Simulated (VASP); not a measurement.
# Hg (P-1) in VASP: a series of runs, part 2 of 2

VASP 6.6.1.

## 4. Single point, PBEsol (strain -0.025 along x and y, -0.025 along z)

Input file INCAR:

```
ALGO     = Normal         # electronic algorithm
EDIFF    = 1E-7           # SCF threshold, eV
ENCUT    = 520            # plane-wave cutoff, eV
GGA      = PS             # functional
ISIF     = 2              # what is computed and relaxed
ISMEAR   = 0              # smearing method
LASPH    = T              # aspherical terms in the spheres
LCHARG   = F              # write CHGCAR
LREAL    = F              # projectors in reciprocal space
LWAVE    = F              # write WAVECAR
NBANDS   = 12             # bands
NELM     = 80             # most SCF steps
PREC     = Accurate       # precision mode
SIGMA    = 0.05           # smearing width, eV
```

Input file KPOINTS:

```
k-points
0
Gamma
  10 10 4
```

Input file POSCAR:

```
Hg
1.0
    3.1443716016      0.0006123069     -0.0000002098
    1.5712170763      2.7270181807      0.0000028061
    0.0084914918      1.7398225574      8.3993037600
Hg
1
Direct
    0.5000000000      0.0000000000      0.0000000000
```

Potentials or basis: VASP PAW PBE potentials, release 64 (Hg).

On the command line:

```bash
> cat potpaw_PBE.64/Hg/POTCAR > POTCAR
> mpirun -np 1 vasp_std > vasp.out
```

OUTCAR:

```text
EDIFF = 1E-7
   ENCUT = 520
   GGA = PS
   ISIF = 2
   ISMEAR = 0
   LASPH = T
   LREAL = F
   NELM = 80
   PREC = Accurate

 ion  position               nearest neighbor table
   1  0.500  0.000  0.000-

  LATTYP: Found a triclinic cell.
 ALAT       =     5.4476366120
 B/A-ratio  =     0.5771992306
 C/A-ratio  =     2.0299696579
 COS(alpha) =     0.0007192842
 COS(beta)  =     0.3262035794
 COS(gamma) =     0.8657184902

  Lattice vectors:

 A1 = (  -4.7155886779,  -2.7276304876,  -0.0000025963)
 A2 = (  -3.1443716016,  -0.0006123069,   0.0000002098)
 A3 = (  -0.0065540428,  -7.1932466119,  -8.3993095820)

Analysis of symmetry for initial positions (statically):
=====================================================================
 Subroutine PRICEL returns:
 Original cell was already a primitive cell.

 Routine SETGRP: Setting up the symmetry group for a
 triclinic supercell.

 Subroutine GETGRP returns: Found  2 space group operations
 (whereof  2 operations were pure point group operations)
 out of a pool of  2 trial point group operations.

The static configuration has the point symmetry S_2 .

Analysis of symmetry for dynamics (positions and initial velocities):
=====================================================================
 Subroutine PRICEL returns:
 Original cell was already a primitive cell.

 Routine SETGRP: Setting up the symmetry group for a
 triclinic supercell.

 Subroutine GETGRP returns: Found  2 space group operations
 (whereof  2 operations were pure point group operations)
 out of a pool of  2 trial point group operations.

The dynamic configuration has the point symmetry S_2 .

 Subroutine INISYM returns: Found  2 space group operations
 (whereof  2 operations are pure point group operations),
 and found     1 'primitive' translations

----------------------------------------------------------------------------------------

                                     Primitive cell

  volume of cell :      72.0139

  direct lattice vectors                    reciprocal lattice vectors
     3.144371602  0.000612307 -0.000000210     0.318064257 -0.183258073  0.037638321
     1.571217076  2.727018181  0.000002806    -0.000071421  0.366742121 -0.075966488
     0.008491492  1.739822557  8.399303760     0.000000008 -0.000000127  0.119057514

  length of vectors
     3.144371661  3.147276800  8.577607958     0.369005469  0.374527296  0.119057514

  position of ions in fractional coordinates (direct lattice)
     0.500000000  1.000000000  0.000000000

  ion indices of the primitive-cell ions
   primitive index   ion index
                 1           1

----------------------------------------------------------------------------------------

 KPOINTS: k-points

Automatic generation of k-mesh.
 Grid dimensions read from file:
 generate k-points for:   10   10    4

 Generating k-lattice:

  Cartesian coordinates                     Fractional coordinates (reciprocal lattice)
     0.031806426 -0.018325807  0.003763832     0.100000000  0.000000000  0.000000000
    -0.000007142  0.036674212 -0.007596649     0.000000000  0.100000000  0.000000000
     0.000000002 -0.000000032  0.029764378     0.000000000  0.000000000  0.250000000

  Length of vectors
     0.036900547  0.037452730  0.029764378

  Shift w.r.t. Gamma in fractional coordinates (k-lattice)
     0.000000000  0.000000000  0.000000000

 Subroutine IBZKPT returns following result:
 ===========================================

 Found    204 irreducible k-points:

 Following reciprocal coordinates:
            Coordinates               Weight
  0.000000  0.000000  0.000000      1.000000
  0.100000  0.000000  0.000000      2.000000
  0.200000  0.000000  0.000000      2.000000
  0.300000 -0.000000  0.000000      2.000000
  0.400000  0.000000  0.000000      2.000000
  0.500000  0.000000  0.000000      1.000000
[... 16 lines left out ...]
 -0.400000  0.200000  0.000000      2.000000
 -0.300000  0.200000  0.000000      2.000000
 [... further k-points ...]
   k-points           NKPTS =    204   k-points in BZ     NKDIM =    204   number of bands    NBANDS=     12
   number of dos      NEDOS =    301   number of ions     NIONS =      1
   total plane-waves  NPLWV =  36864
   dimension x,y,z NGX =    24 NGY =   24 NGZ =   64
   dimension x,y,z NGXF=    48 NGYF=   48 NGZF=  128
   ions per type =               1
   NGX,Y,Z   is equivalent  to a cutoff of  12.69, 12.68, 12.40 a.u.
   NGXF,Y,Z  is equivalent  to a cutoff of  25.38, 25.35, 24.81 a.u.
 SYSTEM =  unknown system
   PREC   = accura    normal or accurate (medium, high low for compatibility)
   ISTART =      0    job   : 0-new  1-cont  2-samecut
   ICHARG =      2    charge: 1-file 2-atom 10-const
   ISPIN  =      1    spin polarized calculation?
   LNONCOLLINEAR =      F non collinear calculations
   LSORBIT =      F    spin-orbit coupling
   LASPH  =      T    aspherical Exc in radial PAW
   ENCUT  =  520.0 eV  38.22 Ry    6.18 a.u.   5.85  5.85 15.95*2*pi/ulx,y,z
   NELM   =     80;   NELMIN=  2; NELMDL= -5     # of ELM steps
   EDIFF  = 0.1E-06   stopping-criterion for ELM
   LREAL  =      F    real-space projection
   EDIFFG = 0.1E-05   stopping-criterion for IOM
   NSW    =      0    number of steps for IOM
   IBRION =     -1    ionic relax: 0-MD 1-quasi-New 2-CG
   NFREE  =      0    steps in history (QN), initial steepest desc. (CG)
   ISIF   =      2    stress and relaxation
   ISYM   =      2    0-nonsym 1-usesym 2-fastsym
   POTIM  = 0.5000    time-step for ionic-motion
   TEBEG  =    0.0;   TEEND  =   0.0 temperature during run
   PSTRESS=    0.0 pullay stress
   NELECT =      12.0000    total number of electrons
   NUPDOWN=      -1.0000    fix difference up-down
   EMIN   =  10.00;   EMAX   =-10.00  energy-range for DOS
   EFERMI =   0.00;   METHOD = LEGACY
   ISMEAR =     0;   SIGMA  =   0.05  broadening in eV -4-tet -1-fermi 0-gaus
   EFERMI_NEDOS =   21; number of points for ismear=-14 and -15
   IALGO  =     38    algorithm
   IMIX   =      4    mixing-type and parameters
     AMIX     =   0.40;   BMIX     =  1.00
     AMIX_MAG =   1.60;   BMIX_MAG =  1.00
  volume/ion in A,a.u.               =      72.01       485.97
  Fermi-wavevector in a.u.,A,eV,Ry     =   0.900872  1.702401 11.042087  0.811570
  Thomas-Fermi vector in A             =   2.023883
   LORBIT       =      0    0 simple, 1 ext, 2 COOP (PROOUT), +10 PAW based schemes
   GGA     = PS    functional components
   LHFCALC =     F    Hartree Fock is set to
   AEXX    =    0.0000 exact exchange contribution
   IVDW    =     0    specifies the selected vdW correction
   LEPSILON=     F    determine dielectric tensor
   LRPA    =     F    only Hartree local field effects (RPA)
 non-spin polarized calculation
 Gauss-broadening in eV      SIGMA  =   0.05
  energy-cutoff  :      520.00
  volume of cell :       72.01
 maximum number of plane-waves:      1960
   NGX = 11   NGY = 11   NGZ = 31

 number of electron      11.9999998 magnetization

 Free energy of the ion-electron system (eV)
  ---------------------------------------------------
  ext. energy  EPLUGINS =         0.00000000
  ---------------------------------------------------
  free energy    TOTEN  =        -0.27444272 eV

  energy without entropy =       -0.27444272  energy(sigma->0) =       -0.27444272

 E-fermi :  -1.8383     XC(G=0):  -4.9184

 val. band max:       -2.0411897634   @ k =  -0.4000   0.4000   0.5000
 cond. band min:      -1.6422263793   @ k =   0.0000   0.5000   0.5000
 fundamental gap:      0.3989633841
 Fermi energy:        -1.8383338459

 k-point     1 :       0.0000    0.0000    0.0000
  band No.  band energies     occupation
      1      -9.5337      2.00000
      2      -8.3252      2.00000
      3      -8.3167      2.00000
      4      -7.5932      2.00000
      5      -7.5915      2.00000
      6      -7.5200      2.00000
      7      -1.4426      0.00000
      8       1.6141      0.00000
      9       6.0583      0.00000
     10       7.3233      0.00000
     11      13.0942      0.00000
     12      13.7405      0.00000
[... 331 lines left out ...]
 k-point    24 :      -0.3000    0.2000    0.0000
  band No.  band energies     occupation
      1      -8.6558      2.00000
      2      -8.3751      2.00000
      3      -7.9700      2.00000
      4      -7.9485      2.00000
      5      -7.5550      2.00000
      6      -3.5488      2.00000
      7       1.4082      0.00000
      8       2.8292      0.00000
      9       4.6497      0.00000
     10       5.6859      0.00000
     11       7.6620      0.00000
     12       8.9808      0.00000

 [... further k-points ...]

------------------------ aborting loop because EDIFF is reached ----------------------------------------

  FORCE on cell =-STRESS in cart. coord.  units (eV):
  Direction    XX          YY          ZZ          XY          YZ          ZX
  --------------------------------------------------------------------------------------
  -------------------------------------------------------------------------------------
  Total        0.3573493      0.3519256     -0.0153308      0.0003216      0.0001156     -0.0000057
  in kB        7.9503656      7.8296987     -0.3410820      0.0071553      0.0025717     -0.0001274
  external PRESSURE =       5.1463274 kB  Pullay stress =       0.0000000 kB

 VOLUME and BASIS-vectors are now :
 -----------------------------------------------------------------------------
  energy-cutoff  :      520.00
  volume of cell :       72.01
      direct lattice vectors                 reciprocal lattice vectors
     3.144371602  0.000612307 -0.000000210     0.318064257 -0.183258073  0.037638321
     1.571217076  2.727018181  0.000002806    -0.000071421  0.366742121 -0.075966488
     0.008491492  1.739822557  8.399303760     0.000000008 -0.000000127  0.119057514

 POSITION                                       TOTAL-FORCE (eV/Angst)
 -----------------------------------------------------------------------------------
      1.57219      0.00031     -0.00000        -0.000000      0.000000      0.000000
 -----------------------------------------------------------------------------------
    total drift:                                0.000000     -0.000000     -0.000000

  FREE ENERGIE OF THE ION-ELECTRON SYSTEM (eV)
  ---------------------------------------------------
  free  energy   TOTEN  =        -0.2744427164 eV

  energy  without entropy=       -0.2744427162  energy(sigma->0) =       -0.27444272
```

Run time: 2.4 min. Hardware: 1 thread of Oxide Virtual Turin-like, shared host; peak memory 0.26 GiB.

Results:

```yaml
Free_energy: -0.2744 eV
Pressure: 0.5 GPa
Band_gap_on_the_k_mesh: 0.40 eV (least direct gap 0.64 eV)
```

Caveat: the cell differs from its parent crystal (strain -0.025 along x and y, -0.025 along z); the PAW data sets were made with another functional, which shifts forces and pressure a little; spin-orbit coupling is left out, which moves the levels of the heavy elements. A k mesh can miss the band edges.

## 5. Single point, PBEsol (strain -0.025 along x and y, +0.000 along z)

Input file INCAR:

```
SYSTEM = Hg
  ALGO = Normal
  EDIFF = 1E-6
  ENCUT = 520
  GGA = PS
  ISIF = 2
  ISMEAR = 0
  LASPH = .TRUE.
  LCHARG = .TRUE.
  LELF = .TRUE.
  LREAL = .FALSE.
  LVHAR = .TRUE.
  LWAVE = .FALSE.
  NBANDS = 12
  NELM = 80
  PREC = Accurate
  SIGMA = 0.05
```

Input file KPOINTS:

```
k-points
0
G
  10 10 4
  0 0 0
```

Input file POSCAR:

```
Hg
1.0
    3.1443716016      0.0006123069     -0.0000002152
    1.5712170763      2.7270181807      0.0000028781
    0.0084914918      1.7398225574      8.6146705231
Hg
1
Direct
    0.5000000000      0.0000000000      0.0000000000
```

On the command line:

```bash
> cat potpaw_PBE.64/Hg/POTCAR > POTCAR
> mpirun -np 1 vasp_std > vasp.out
```

Run time: 3.5 min. Hardware: 1 thread of Oxide Virtual Turin-like, shared host; peak memory 0.28 GiB.

Results (log left out):

* Free energy: -0.2744 eV
* Pressure: 0.5 GPa
* Band gap on the k mesh: 0.40 eV (least direct gap 0.64 eV)

Stress tensor (GPa, compression positive):
```
 0.78  0.00  0.00
 0.00  0.76  0.00
 0.00  0.00 -0.03
```

Levels at points of the mesh, in eV from the valence-band top:
| k point | band 3 | band 4 | band 5 | band 6 | band 7 | band 8 | band 9 | band 10 |
| --- | --- | --- | --- | --- | --- | --- | --- | --- |
| (0.00, 0.00, 0.00) | -6.28 | -5.55 | -5.55 | -5.48 | 0.59 | 3.65 | 7.80 | 9.02 |
| (0.50, 0.00, 0.00) | -5.74 | -5.69 | -5.04 | -0.23 | 0.41 | 5.16 | 7.92 | 8.68 |
| (0.00, 0.50, 0.00) | -5.74 | -5.69 | -5.04 | -0.25 | 0.40 | 5.11 | 7.68 | 9.08 |
| (0.50, 0.50, 0.00) | -5.74 | -5.69 | -5.04 | -0.23 | 0.41 | 5.16 | 7.92 | 8.69 |
| (0.00, 0.00, 0.50) | -6.28 | -5.55 | -5.55 | -5.48 | 0.49 | 4.76 | 5.38 | 12.34 |
| (0.50, 0.00, 0.50) | -5.74 | -5.69 | -5.04 | -0.23 | 0.41 | 5.12 | 7.67 | 9.17 |
| (0.00, 0.50, 0.50) | -5.74 | -5.69 | -5.04 | -0.25 | 0.40 | 5.14 | 7.87 | 8.71 |
| (0.50, 0.50, 0.50) | -5.74 | -5.69 | -5.04 | -0.23 | 0.41 | 5.12 | 7.68 | 9.16 |

Caveat: the cell differs from its parent crystal (strain -0.025 along x and y, +0.000 along z); the PAW data sets were made with another functional, which shifts forces and pressure a little; spin-orbit coupling is left out, which moves the levels of the heavy elements. A k mesh can miss the band edges.

## 6. Summary

```csv
cell,gap on the mesh (eV),pressure (GPa)
"a = 3.064, b = 3.067, c = 9.203 Å, angles 80.8, 89.9, 60.0°, 1 atom",none,0.6
"a = 3.144, b = 3.147, c = 8.367 Å, angles 79.6, 89.9, 60.0°, 1 atom",0.40,0.5
"a = 3.144, b = 3.147, c = 8.578 Å, angles 79.8, 89.9, 60.0°, 1 atom",0.40,0.5
"a = 3.144, b = 3.147, c = 8.789 Å, angles 80.1, 89.9, 60.0°, 1 atom",0.40,0.5
```

Alike in all rows: task single point; level PBEsol; potentials or basis VASP PAW PBE potentials, release 64 (Hg); no spin polarisation; k mesh 10 × 10 × 4; cutoff (eV) 520; smearing gaussian 0.05 eV.

Caveats: the PAW data sets were made with another functional, which shifts forces and pressure a little; spin-orbit coupling is left out, which moves the levels of the heavy elements.

Total energies depend on the potentials used, so only differences within one code and one set of settings carry meaning.

The gap in the log of VASP goes by the Fermi energy; the results here count the filled bands.